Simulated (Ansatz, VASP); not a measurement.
# Ta2C in VASP and in Ansatz

Contents of INCAR:

```
PREC = Accurate ; ENCUT = 520
EDIFF = 1E-6 ; ISMEAR = 0
SIGMA = 0.15 ; LREAL = False
LASPH = True ; NELM = 100
ALGO = Normal ; ISIF = 2
LWAVE = False ; LCHARG = False
GGA = PS ; NBANDS = 20
```

KPOINTS

```
Automatic mesh
0
Gamma
  18 18 10
```

The input POSCAR:

```
Ta2C
1.0
    2.9792269260      0.0000000000      0.0000000000
   -1.4896134630      2.5800862015      0.0000000000
    0.0000000000      0.0000000000      4.9210802832
Ta C
2 1
Direct
    0.3333333333      0.6666666667      0.2528761935
    0.6666666667      0.3333333333      0.7471238065
    0.0000000000      0.0000000000      0.0000000000
```

Input for Ansatz:

```yaml
crystal:
  lattice:
    - [2.979226926, 0.0, 0.0]
    - [-1.489613463, 2.5800862015, 0.0]
    - [0.0, 0.0, 4.9210802832]
  atoms:
    - { symbol: Ta, position: [0.3333333333, 0.6666666667, 0.2528761935] }
    - { symbol: Ta, position: [0.6666666667, 0.3333333333, 0.7471238065] }
    - { symbol: C, position: [0.0, 0.0, 0.0] }
basis:
  ecutwfc: 420
kpoints:
  mp_grid: { grid: [18, 18, 10] }
hamiltonian:
  xc: pbesol
scf:
  occupations: { method: gaussian, width: 0.15 }
output:
  forces: true
  stress: true
  eigenvalues: true
```

Change from the starting cell: strain -0.0375 x Voigt [1, 1, 0, 0, 0, 0], atoms carried along.

Alike in both runs: task single point; functional PBEsol; k mesh 18 × 18 × 10; occupations gaussian, width 0.15 eV; no spin polarisation.

|  | VASP | Ansatz |
| --- | --- | --- |
| version | VASP 6.6.1 | Ansatz 0.2.0 |
| potentials or method | VASP PAW PBE potentials, release 64 (Ta_pv, C), cutoff 520 eV | scalar-relativistic, plane waves, PAW |
| valence electrons in the cell | 26 | 30 |

```csv
,VASP,Ansatz,Ansatz less VASP
gap on the k mesh at the Fermi level (eV),none,none,-
pressure (GPa),26.6,25.8,-0.80
"traceless stress, the component that is largest in VASP (GPa)",-10.39,-10.37,+0.019
rms of the force components (eV/Å),0.342,0.314,-0.0284
```

VASP's potentials were made for PBE, not for PBEsol. Atom by atom the forces differ by 0.028 eV/Å (rms over components). A gap of «none» marks a metal or a gap that the smearing closes. VASP's potentials hold 26 valence electrons a cell and Ansatz's 30, so a difference there can come from the potentials and not from the codes.

Spin-orbit coupling is off throughout.
